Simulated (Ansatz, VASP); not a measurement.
# AlRu in VASP and in Ansatz

```
CELL_PARAMETERS angstrom
2.75878 0.00000 0.00000
-1.37939 2.38917 0.00000
0.00000 0.00000 7.54550
ATOMIC_POSITIONS crystal
Ru 0.00000 0.00000 0.00000
Ru 0.00000 0.00000 0.50000
Al 0.33333 0.66667 0.25000
Al 0.66667 0.33333 0.75000
```

Change from the starting cell: volume scaled by 0.88, LAPW.

Alike in both runs: task single point; functional PBE; k mesh 11 × 11 × 6; occupations fermi-dirac, width 0.08 eV; no spin polarisation.

```csv
,VASP,Ansatz
version,VASP 6.6.1,Ansatz 0.2.0
potentials or method,"VASP PAW PBE potentials, release 64 (Ru_pv, Al), cutoff 520 eV","all-electron LAPW, scalar-relativistic"
```

Ansatz gave:

```
pressure (GPa) : 32.0
```

Estimate VASP's values.

pressure (GPa): 32.2.

Both programs put the cell under a high pressure, so it lies far from rest at this level. Ansatz ran all-electron here, and VASP with PAW potentials.
